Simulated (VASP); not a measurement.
Input of a VASP 6.6.1 run:

The input INCAR:

```
PREC = Accurate ; ENCUT = 520
EDIFF = 1E-6 ; ISMEAR = -1
SIGMA = 0.05 ; LREAL = False
LASPH = True ; NELM = 60
ALGO = Fast ; ISIF = 2
LWAVE = False ; LCHARG = False
GGA = B5 ; ALDAX = 1.0
AGGAX = 1.0 ; AGGAC = 1.0
ALDAC = 0.0 ; NBANDS = 32
```

Contents of KPOINTS:

```
regular mesh
0
Gamma
  5 5 3
```

Contents of POSCAR:

```
Lu
1.0
    3.5031000000      0.0000000000      0.0000000000
   -1.7515500000      3.0337735920      0.0000000000
    0.0000000000      0.0000000000      5.5509000000
Lu
2
Direct
    0.6666666667      0.3333333333      0.7500000000
    0.3333333333      0.6666666667      0.2500000000
```

Potentials or basis: VASP PAW PBE potentials, release 64 (Lu).

Command:

```sh
$ cat potpaw_PBE.64/Lu/POTCAR > POTCAR
$ mpirun -np 1 vasp_std > vasp.out
```

**Question.** Estimate the pressure.

**Answer.** 0.6 GPa.

**Question.** Estimate the band gap on the k mesh.

**Answer.** Zero (band 25 reaches 3.40 eV, above the bottom of band 26 at 2.18 eV).

Stress tensor (GPa, compression positive):
```
 1.55  0.00  0.00
 0.00  1.55  0.00
 0.00  0.00 -1.30
```

Caveat: the k points lie up to 0.41 Å⁻¹ apart; the PAW data sets were made with another functional, which shifts forces and pressure a little; spin-orbit coupling is left out, which moves the levels of the heavy elements.
